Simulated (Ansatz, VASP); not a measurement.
# Two plane-wave programs on GaSb

```
CELL_PARAMETERS angstrom
0.00000 3.03795 3.20459
3.20459 0.00000 3.20459
3.20459 3.03795 0.00000
ATOMIC_POSITIONS crystal
Ga 0.00000 0.00000 0.00000
Sb 0.75000 0.75000 0.75000
```

Alike in both runs: task single point; functional PBE; k mesh 14 × 14 × 14; occupations gaussian, width 0.15 eV; no spin polarisation.

```csv
,VASP,Ansatz
version,VASP 6.6.1,Ansatz 0.2.0
potentials or method,"VASP PAW PBE potentials, release 64 (Ga_d, Sb), cutoff 520 eV","scalar-relativistic, plane waves, PAW"
valence electrons in the cell,18,28
```

```csv
,VASP,Ansatz,Ansatz less VASP
gap on the k mesh at the Fermi level (eV),0.17,0.17,0.000
least direct gap on the mesh (eV),0.26,0.26,0.000
pressure (GPa),-1.6,-1.6,-0.05
"traceless stress, the component that is largest in VASP (GPa)",1.31,1.31,+0.003
```

VASP's potentials hold 18 valence electrons a cell and Ansatz's 28, so a difference there can come from the potentials and not from the codes.

Spin-orbit coupling is off throughout.
